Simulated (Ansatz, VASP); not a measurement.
# TiC in VASP and in Ansatz

INCAR

```
PREC     = Accurate       # precision mode
ENCUT    = 600            # plane-wave cutoff, eV
EDIFF    = 1E-6           # SCF threshold, eV
ISMEAR   = -1             # smearing method
SIGMA    = 0.05           # smearing width, eV
LREAL    = F              # projectors in reciprocal space
LASPH    = T              # aspherical terms in the spheres
NELM     = 120            # most SCF steps
ALGO     = Normal         # electronic algorithm
ISIF     = 2              # what is computed and relaxed
LWAVE    = F              # write WAVECAR
LCHARG   = F              # write CHGCAR
GGA      = LIBXC          # functional
LIBXC1   = GGA_X_B88    
LIBXC2   = GGA_C_PBE    
NBANDS   = 15             # bands
GGA_COMPAT= F
```

KPOINTS

```
regular mesh
0
Gamma
  11 11 11
```

POSCAR

```
TiC
1.0
    0.0000000000      2.1942184125      2.1942184125
    2.1942184125      0.0000000000      2.1942184125
    2.1942184125      2.1942184125      0.0000000000
Ti C
1 1
Direct
    0.0000000000      0.0000000000      0.0000000000
    0.5000000000      0.5000000000      0.5000000000
```

The input input.yaml:

```yaml
crystal:
  lattice:
    - [0.0, 2.1942184125, 2.1942184125]
    - [2.1942184125, 0.0, 2.1942184125]
    - [2.1942184125, 2.1942184125, 0.0]
  atoms:
    - { symbol: Ti, position: [0.0, 0.0, 0.0] }
    - { symbol: C, position: [0.5, 0.5, 0.5] }
hamiltonian:
  xc: { exchange: b88, correlation: pbe }
  pseudopotentials: { kind: paw }
kpoints:
  mp_grid: { grid: [11, 11, 11] }
scf:
  occupations: { method: fermi_dirac, width: 0.05 }
output:
  forces: true
  stress: true
  eigenvalues: true
  write_density: true
  write_potential: true
  elf: true
  volumetric_format: npy
```

Alike in both runs: task single point; functional b88 exchange, pbe correlation; k mesh 11 × 11 × 11; occupations fermi-dirac, width 0.05 eV; no spin polarisation.

|  | VASP | Ansatz |
| --- | --- | --- |
| version | VASP 6.6.1 | Ansatz 0.2.0 |
| potentials or method | VASP PAW PBE potentials, release 64 (Ti_sv, C) | Ansatz PAW |
| plane-wave cutoff (eV) | 600 | 420 |
| valence electrons in the cell | 16 | 16 |

```tsv
	VASP	Ansatz	Ansatz less VASP
gap on the k mesh at the Fermi level (eV)	none	none	-
pressure (GPa)	-8.8	-8.8	+0.01
```

VASP's potentials were made for PBE, not for b88 exchange, pbe correlation. A gap of «none» marks a metal or a gap that the smearing closes.
